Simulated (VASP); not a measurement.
# ZrB2 (P-1) in VASP: a series of runs

The runs below take ZrB2 through single point, with LDA.

Everything below comes from runs of VASP 6.6.1. Logs are shortened: lines on timing, memory, paths and dates and some standing lists are left out, and cuts for length are marked.

## (1) The cell of the first run

The typed cell holds 3 atoms: a = 3.165 Å, b = 3.151 Å, c = 3.520 Å, α = 89.79°, β = 89.43°, γ = 119.57°.

## (2) Single point, LDA (equal xy, yz and zx shear strains of +1 %)

Contents of INCAR:

```
PREC = Accurate ; ENCUT = 520
EDIFF = 1E-6 ; ISMEAR = -1
SIGMA = 0.03 ; LREAL = F
LASPH = T ; NELM = 60
ALGO = Normal ; ISIF = 2
LWAVE = F ; LCHARG = T
GGA = CA ; LELF = T
LVHAR = T ; NBANDS = 16
```

Contents of KPOINTS:

```
Automatic mesh
0
Gamma
  13 13 10
```

Contents of POSCAR:

```
ZrB2
1.0
    3.1649998255      0.0158249991      0.0158249991
   -1.5687950615      2.7330577523      0.0057923517
    0.0176000000      0.0176000000      3.5200000000
Zr B
1 2
Direct
    0.0000000000      0.0000000000      0.0000000000
    0.3333333333      0.6666666667      0.5000000000
    0.6666666667      0.3333333333      0.5000000000
```

Potentials or basis: VASP PAW LDA potentials, release 64 (Zr_sv, B).

Started as:

```console
cat potpaw_LDA.64/Zr_sv/POTCAR potpaw_LDA.64/B/POTCAR > POTCAR
mpirun -np 1 vasp_std > vasp.out
```

OUTCAR:

```text
PREC = Accurate
   ENCUT = 520
   EDIFF = 1E-6
   ISMEAR = -1
   LREAL = F
   LASPH = T
   NELM = 60
   ISIF = 2
   GGA = CA

 ion  position               nearest neighbor table
   1  0.000  0.000  0.000-   2 2.52   3 2.52   3 2.53   2 2.53   3 2.53   2 2.53   2 2.54   3 2.54
                             3 2.55   2 2.55   3 2.56   2 2.56
   2  0.333  0.667  0.500-   3 1.82   3 1.83   3 1.84   1 2.52   1 2.53   1 2.53   1 2.54   1 2.55
                             1 2.56
   3  0.667  0.333  0.500-   2 1.82   2 1.83   2 1.84   1 2.52   1 2.53   1 2.53   1 2.54   1 2.55
                             1 2.56

  LATTYP: Found a triclinic cell.
 ALAT       =     3.1650789495
 B/A-ratio  =     3.6200082127
 C/A-ratio  =     1.0043313550
 COS(alpha) =     0.0005867594
 COS(beta)  =     0.5064876926
 COS(gamma) =     0.8208512230

  Lattice vectors:

 A1 = (   3.1649998255,   0.0158249991,   0.0158249991)
 A2 = (   9.4499897740,  -5.4520655064,  -3.4999347052)
 A3 = (   1.5962047640,   2.7488827514,   0.0216173508)

Analysis of symmetry for initial positions (statically):
=====================================================================
 Subroutine PRICEL returns:
 Original cell was already a primitive cell.

 Routine SETGRP: Setting up the symmetry group for a
 triclinic supercell.

 Subroutine GETGRP returns: Found  2 space group operations
 (whereof  2 operations were pure point group operations)
 out of a pool of  2 trial point group operations.

The static configuration has the point symmetry S_2 .

Analysis of symmetry for dynamics (positions and initial velocities):
=====================================================================
 Subroutine PRICEL returns:
 Original cell was already a primitive cell.

 Routine SETGRP: Setting up the symmetry group for a
 triclinic supercell.

 Subroutine GETGRP returns: Found  2 space group operations
 (whereof  2 operations were pure point group operations)
 out of a pool of  2 trial point group operations.

The dynamic configuration has the point symmetry S_2 .

 Subroutine INISYM returns: Found  2 space group operations
 (whereof  2 operations are pure point group operations),
 and found     1 'primitive' translations

----------------------------------------------------------------------------------------

                                     Primitive cell

  volume of cell :      30.5343

  direct lattice vectors                    reciprocal lattice vectors
     3.164999825  0.015824999  0.015824999     0.315063910  0.180854235 -0.002479591
    -1.568795061  2.733057752  0.005792352    -0.001815186  0.364852465 -0.001815186
     0.017600000  0.017600000  3.520000000    -0.001413458 -0.001413458  0.284105044

  length of vectors
     3.165078950  3.151310231  3.520087999     0.363290064  0.364861496  0.284112076

  position of ions in fractional coordinates (direct lattice)
     0.000000000  0.000000000  0.000000000
     0.333333333  0.666666667  0.500000000
     0.666666667  0.333333333  0.500000000

  ion indices of the primitive-cell ions
   primitive index   ion index
                 1           1
                 2           2
                 3           3

----------------------------------------------------------------------------------------

 KPOINTS: Automatic mesh

Automatic generation of k-mesh.
 Grid dimensions read from file:
 generate k-points for:   13   13   10

 Generating k-lattice:

  Cartesian coordinates                     Fractional coordinates (reciprocal lattice)
     0.024235685  0.013911864 -0.000190738     0.076923077  0.000000000  0.000000000
    -0.000139630  0.028065574 -0.000139630    -0.000000000  0.076923077 -0.000000000
    -0.000141346 -0.000141346  0.028410504     0.000000000 -0.000000000  0.100000000

  Length of vectors
     0.027945390  0.028066269  0.028411208

  Shift w.r.t. Gamma in fractional coordinates (k-lattice)
     0.000000000  0.000000000  0.000000000

 Subroutine IBZKPT returns following result:
 ===========================================

 Found    846 irreducible k-points:

 Following reciprocal coordinates:
            Coordinates               Weight
  0.000000  0.000000  0.000000      1.000000
  0.076923 -0.000000  0.000000      2.000000
  0.153846  0.000000  0.000000      2.000000
  0.230769  0.000000  0.000000      2.000000
  0.307692  0.000000  0.000000      2.000000
  0.384615  0.000000  0.000000      2.000000
[... 16 lines left out ...]
  0.153846  0.153846  0.000000      2.000000
  0.230769  0.153846  0.000000      2.000000
 [... further k-points ...]
   k-points           NKPTS =    846   k-points in BZ     NKDIM =    846   number of bands    NBANDS=     16
   number of dos      NEDOS =    301   number of ions     NIONS =      3
   total plane-waves  NPLWV =  16128
   dimension x,y,z NGX =    24 NGY =   24 NGZ =   28
   dimension x,y,z NGXF=    48 NGYF=   48 NGZF=   56
   ions per type =               1   2
   NGX,Y,Z   is equivalent  to a cutoff of  12.61, 12.66, 13.22 a.u.
   NGXF,Y,Z  is equivalent  to a cutoff of  25.21, 25.32, 26.45 a.u.
 SYSTEM =  unknown system
   PREC   = accura    normal or accurate (medium, high low for compatibility)
   ISTART =      0    job   : 0-new  1-cont  2-samecut
   ICHARG =      2    charge: 1-file 2-atom 10-const
   ISPIN  =      1    spin polarized calculation?
   LNONCOLLINEAR =      F non collinear calculations
   LSORBIT =      F    spin-orbit coupling
   LASPH  =      T    aspherical Exc in radial PAW
   ENCUT  =  520.0 eV  38.22 Ry    6.18 a.u.   5.88  5.86  6.55*2*pi/ulx,y,z
   NELM   =     60;   NELMIN=  2; NELMDL= -5     # of ELM steps
   EDIFF  = 0.1E-05   stopping-criterion for ELM
   LREAL  =      F    real-space projection
   EDIFFG = 0.1E-04   stopping-criterion for IOM
   NSW    =      0    number of steps for IOM
   IBRION =     -1    ionic relax: 0-MD 1-quasi-New 2-CG
   NFREE  =      0    steps in history (QN), initial steepest desc. (CG)
   ISIF   =      2    stress and relaxation
   ISYM   =      2    0-nonsym 1-usesym 2-fastsym
   POTIM  = 0.5000    time-step for ionic-motion
   TEBEG  =    0.0;   TEEND  =   0.0 temperature during run
   PSTRESS=    0.0 pullay stress
   NELECT =      18.0000    total number of electrons
   NUPDOWN=      -1.0000    fix difference up-down
   EMIN   =  10.00;   EMAX   =-10.00  energy-range for DOS
   EFERMI =   0.00;   METHOD = LEGACY
   ISMEAR =    -1;   SIGMA  =   0.03  broadening in eV -4-tet -1-fermi 0-gaus
   EFERMI_NEDOS =   21; number of points for ismear=-14 and -15
   IALGO  =     38    algorithm
   IMIX   =      4    mixing-type and parameters
     AMIX     =   0.40;   BMIX     =  1.00
     AMIX_MAG =   1.60;   BMIX_MAG =  1.00
  volume/ion in A,a.u.               =      10.18        68.69
  Fermi-wavevector in a.u.,A,eV,Ry     =   1.372681  2.593991 25.636817  1.884253
  Thomas-Fermi vector in A             =   2.498266
   LORBIT       =      0    0 simple, 1 ext, 2 COOP (PROOUT), +10 PAW based schemes
   GGA     = CA    functional components
   LHFCALC =     F    Hartree Fock is set to
   AEXX    =    0.0000 exact exchange contribution
   IVDW    =     0    specifies the selected vdW correction
   LEPSILON=     F    determine dielectric tensor
   LRPA    =     F    only Hartree local field effects (RPA)
 non-spin polarized calculation
  energy-cutoff  :      520.00
  volume of cell :       30.53
 maximum number of plane-waves:       841
   NGX = 11   NGY = 11   NGZ = 13

 number of electron      18.0000000 magnetization

 Free energy of the ion-electron system (eV)
  ---------------------------------------------------
  ext. energy  EPLUGINS =         0.00000000
  ---------------------------------------------------
  free energy    TOTEN  =       -27.45801070 eV

  energy without entropy =      -27.45688140  energy(sigma->0) =      -27.45744605

 E-fermi :  10.6397     XC(G=0): -12.6188

 val. band max:       10.6381798538   @ k =   0.3077   0.1538   0.0000
 cond. band min:      10.6451057206   @ k =  -0.3077   0.4615   0.0000
 fundamental gap:      0.0069258669
 Fermi energy:        10.6397285508

 k-point     1 :       0.0000    0.0000    0.0000
  band No.  band energies     occupation
      1     -37.7819      2.00000
      2     -16.1283      2.00000
      3     -15.5674      2.00000
      4     -15.5476      2.00000
      5      -2.0515      2.00000
      6       7.8300      2.00000
[... 8 lines left out ...]
     15      15.6799      0.00000
     16      15.8006      0.00000

 k-point     2 :       0.0769   -0.0000    0.0000
  band No.  band energies     occupation
      1     -37.7752      2.00000
      2     -16.1183      2.00000
      3     -15.6255      2.00000
      4     -15.5611      2.00000
      5      -1.9333      2.00000
      6       7.5004      2.00000
[... 8 lines left out ...]
     15      16.2546      0.00000
     16      16.5521      0.00000

 k-point     3 :       0.1538    0.0000    0.0000
  band No.  band energies     occupation
      1     -37.7565      2.00000
      2     -16.0906      2.00000
      3     -15.7860      2.00000
      4     -15.5957      2.00000
      5      -1.5909      2.00000
      6       6.6796      2.00000
[... 8 lines left out ...]
     15      17.2167      0.00000
     16      17.4283      0.00000

 k-point     4 :       0.2308    0.0000    0.0000
  band No.  band energies     occupation
      1     -37.7299      2.00000
      2     -16.0512      2.00000
      3     -16.0054      2.00000
      4     -15.6438      2.00000
      5      -1.0547      2.00000
      6       5.6505      2.00000
[... 8 lines left out ...]
     15      17.5597      0.00000
     16      18.8607      0.00000
[... 324 lines left out ...]
 k-point    22 :       0.0769    0.1538    0.0000
  band No.  band energies     occupation
      1     -37.7394      2.00000
      2     -16.0654      2.00000
      3     -15.9091      2.00000
      4     -15.6453      2.00000
      5      -1.2617      2.00000
      6       6.1444      2.00000
[... 8 lines left out ...]
     15      17.1907      0.00000
     16      18.1619      0.00000

 k-point    23 :       0.1538    0.1538    0.0000
  band No.  band energies     occupation
      1     -37.7160      2.00000
      2     -16.0722      2.00000
      3     -16.0306      2.00000
      4     -15.7165      2.00000
      5      -0.7434      2.00000
      6       5.4453      2.00000
[... 8 lines left out ...]
     15      17.7436      0.00000
     16      18.8774      0.00000

 k-point    24 :       0.2308    0.1538    0.0000
  band No.  band energies     occupation
      1     -37.6907      2.00000
      2     -16.2360      2.00000
      3     -15.9931      2.00000
      4     -15.7975      2.00000
      5      -0.0626      2.00000
      6       4.6213      2.00000
[... 8 lines left out ...]
     15      17.9132      0.00000
     16      19.8855      0.00000

 [... further k-points ...]
[... 5 lines left out ...]
  --------------------------------------------------------------------------------------
  -------------------------------------------------------------------------------------
  Total       -1.3614995     -1.3601098     -1.1185285     -0.4811279     -0.4766697     -0.4766958
  in kB      -71.4397387    -71.3668210    -58.6907162    -25.2454366    -25.0115094    -25.0128811
  external PRESSURE =     -67.1657586 kB  Pullay stress =       0.0000000 kB

 VOLUME and BASIS-vectors are now :
 -----------------------------------------------------------------------------
  energy-cutoff  :      520.00
  volume of cell :       30.53
      direct lattice vectors                 reciprocal lattice vectors
     3.164999825  0.015824999  0.015824999     0.315063910  0.180854235 -0.002479591
    -1.568795061  2.733057752  0.005792352    -0.001815186  0.364852465 -0.001815186
     0.017600000  0.017600000  3.520000000    -0.001413458 -0.001413458  0.284105044

 POSITION                                       TOTAL-FORCE (eV/Angst)
 -----------------------------------------------------------------------------------
      0.00000      0.00000      0.00000        -0.000000     -0.000000      0.000000
      0.01794      1.83611      1.76914         0.020644      0.001301     -0.000973
      1.59587      0.93037      1.77248        -0.020644     -0.001301      0.000973
 -----------------------------------------------------------------------------------
    total drift:                               -0.000000      0.000000     -0.000000

  FREE ENERGIE OF THE ION-ELECTRON SYSTEM (eV)
  ---------------------------------------------------
  free  energy   TOTEN  =       -27.4580107025 eV

  energy  without entropy=      -27.4568814008  energy(sigma->0) =      -27.45744605
```

Wall time 6.1 min (1 thread of Intel Xeon 8259CL, shared host); peak memory 0.47 GiB.

Results:

```yaml
Free_energy: -27.4580 eV
Pressure: -6.7 GPa
Largest_force: 0.021 eV/Å
Band_gap_on_the_k_mesh: zero (bands 9 and 10 overlap by 0.89 eV)
```

Forces on the atoms (eV/Å):
```
Zr   0.000  0.000  0.000
B    0.021  0.001 -0.001
B   -0.021 -0.001  0.001
```

Levels at points of the mesh, in eV from the Fermi level:
| k point | band 6 | band 7 | band 8 | band 9 | band 10 | band 11 | band 12 | band 13 |
| --- | --- | --- | --- | --- | --- | --- | --- | --- |
| (0.00, 0.00, 0.00) | -2.81 | -2.72 | -2.68 | -2.37 | 3.26 | 3.31 | 4.06 | 4.15 |
| (0.00, 0.00, 0.50) | -7.03 | -1.09 | -1.04 | 0.15 | 0.23 | 0.58 | 0.75 | 1.75 |

Caveat: the cell differs from its parent crystal (equal xy, yz and zx shear strains of +1 %); the cell stands under tension.

## (3) Single point, LDA (equal xy, yz and zx shear strains of +2 %)

Contents of INCAR:

```
SYSTEM = ZrB2
  PREC = Accurate
  ENCUT = 520
  EDIFF = 1E-7
  ISMEAR = -1
  SIGMA = 0.03
  LREAL = .FALSE.
  LASPH = .TRUE.
  NELM = 80
  ALGO = Normal
  ISIF = 2
  LWAVE = .FALSE.
  LCHARG = .TRUE.
  GGA = CA
  LELF = .TRUE.
  LVHAR = .TRUE.
  NBANDS = 16
```

Contents of KPOINTS:

```
Automatic mesh
0
G
  13 13 10
  0 0 0
```

Contents of POSCAR:

```
ZrB2
1.0
    3.1649998255      0.0316499983      0.0316499983
   -1.5550902103      2.7251452528      0.0115847034
    0.0352000000      0.0352000000      3.5200000000
Zr B
1 2
Direct
    0.0000000000      0.0000000000      0.0000000000
    0.3333333333      0.6666666667      0.5000000000
    0.6666666667      0.3333333333      0.5000000000
```

Potentials or basis: VASP PAW LDA potentials, release 64 (Zr_sv, B).

Started as:

```console
cat potpaw_LDA.64/Zr_sv/POTCAR potpaw_LDA.64/B/POTCAR > POTCAR
mpirun -np 1 vasp_std > vasp.out
```

OUTCAR:

```text
SYSTEM = ZrB2
   PREC = Accurate
   ENCUT = 520
   EDIFF = 1E-7
   ISMEAR = -1
   LREAL = .FALSE.
   LASPH = .TRUE.
   NELM = 80
   ISIF = 2
   GGA = CA

 ion  position               nearest neighbor table
   1  0.000  0.000  0.000-   2 2.51   3 2.51   3 2.51   2 2.51   3 2.52   2 2.52   2 2.54   3 2.54
                             3 2.56   2 2.56   3 2.58   2 2.58
   2  0.333  0.667  0.500-   3 1.81   3 1.83   3 1.84   1 2.51   1 2.51   1 2.52   1 2.54   1 2.56
                             1 2.58
   3  0.667  0.333  0.500-   2 1.81   2 1.83   2 1.84   1 2.51   1 2.51   1 2.52   1 2.54   1 2.56
                             1 2.58

  LATTYP: Found a triclinic cell.
[... 657 lines left out ...]
  --------------------------------------------------------------------------------------
  -------------------------------------------------------------------------------------
  Total       -1.3175368     -1.3137617     -1.0682881     -0.9519130     -0.9433547     -0.9437748
  in kB      -69.1483949    -68.9502656    -56.0670550    -49.9593292    -49.5101617    -49.5322133
  external PRESSURE =     -64.7219052 kB  Pullay stress =       0.0000000 kB

 VOLUME and BASIS-vectors are now :
 -----------------------------------------------------------------------------
  energy-cutoff  :      520.00
  volume of cell :       30.53
      direct lattice vectors                 reciprocal lattice vectors
     3.164999825  0.031649998  0.031649998     0.314211893  0.179324391 -0.004935363
    -1.555090210  2.725145253  0.011584703    -0.003612936  0.364906572 -0.003612936
     0.035200000  0.035200000  3.520000000    -0.002813338 -0.002813338  0.284147176

 POSITION                                       TOTAL-FORCE (eV/Angst)
 -----------------------------------------------------------------------------------
      0.00000      0.00000      0.00000         0.000000     -0.000000      0.000000
      0.03587      1.84491      1.77827         0.039141      0.005205     -0.003837
      1.60924      0.94708      1.78496        -0.039141     -0.005205      0.003837
 -----------------------------------------------------------------------------------
    total drift:                               -0.000000      0.000000     -0.000000

  FREE ENERGIE OF THE ION-ELECTRON SYSTEM (eV)
  ---------------------------------------------------
  free  energy   TOTEN  =       -27.4370471692 eV

  energy  without entropy=      -27.4360048804  energy(sigma->0) =      -27.43652602
```

OSZICAR:

```text
N       E                     dE             d eps       ncg     rms          rms(c)
DAV:   1     0.100227588166E+03    0.10023E+03   -0.96678E+03 27080   0.112E+03
DAV:   2    -0.261347162188E+02   -0.12636E+03   -0.12151E+03 35440   0.291E+02
DAV:   3    -0.301671580898E+02   -0.40324E+01   -0.40134E+01 41344   0.449E+01
DAV:   4    -0.302259420675E+02   -0.58784E-01   -0.58771E-01 33008   0.497E+00
DAV:   5    -0.302270902801E+02   -0.11482E-02   -0.11482E-02 40960   0.485E-01    0.220E+01
DAV:   6    -0.274923557519E+02    0.27347E+01   -0.61508E+00 35816   0.164E+01    0.877E+00
DAV:   7    -0.274420293127E+02    0.50326E-01   -0.61772E-01 37336   0.486E+00    0.337E+00
DAV:   8    -0.274419892386E+02    0.40074E-04   -0.10563E-01 33136   0.260E+00    0.380E-01
DAV:   9    -0.274373864135E+02    0.46028E-02   -0.21973E-02 33992   0.112E+00    0.185E-01
DAV:  10    -0.274370426525E+02    0.34376E-03   -0.17165E-03 31848   0.376E-01    0.422E-02
DAV:  11    -0.274370485440E+02   -0.58915E-05   -0.58904E-05 35912   0.720E-02    0.111E-02
DAV:  12    -0.274370474022E+02    0.11418E-05   -0.30120E-06 34632   0.150E-02    0.638E-03
DAV:  13    -0.274370471663E+02    0.23590E-06   -0.49965E-07 36120   0.630E-03    0.112E-03
DAV:  14    -0.274370471692E+02   -0.28570E-08   -0.31696E-08 17632   0.151E-03
   1 F= -.27437047E+02 E0= -.27436526E+02  d E =-.104229E-02
```

stdout:

```text
POSCAR found type information on POSCAR ZrB
 POSCAR found :  2 types and       3 ions
 scaLAPACK will be used
 LDA part: xc-table for (Slater(with rela. corr.)+CA(PZ))
 , standard interpolation
 POSCAR, INCAR and KPOINTS ok, starting setup
 FFT: planning ... GRIDC
 FFT: planning ... GRID_SOFT
 FFT: planning ... GRID
 WAVECAR not read
 entering main loop
```

Wall time 7 min (1 thread of Intel Xeon 8259CL, shared host); peak memory 0.47 GiB.

What came out:

```yaml
Free_energy: -27.4370 eV
Pressure: -6.5 GPa
Largest_force: 0.040 eV/Å
Band_gap_on_the_k_mesh: zero (bands 9 and 10 overlap by 0.87 eV)
```

Forces in eV/Å, atoms in the order of the input:
```
Zr   0.000  0.000  0.000
B    0.039  0.005 -0.004
B   -0.039 -0.005  0.004
```

Levels at points of the mesh, in eV from the Fermi level:
```csv
k point,band 6,band 7,band 8,band 9,band 10,band 11,band 12,band 13
"(0.00, 0.00, 0.00)",-2.85,-2.70,-2.61,-2.35,3.19,3.30,4.07,4.26
"(0.00, 0.00, 0.50)",-7.01,-1.10,-1.00,0.11,0.27,0.52,0.85,1.79
```

Caveat: the cell differs from its parent crystal (equal xy, yz and zx shear strains of +2 %); the cell stands under tension.

The gap in the log of VASP goes by the Fermi energy; the results here count the filled bands.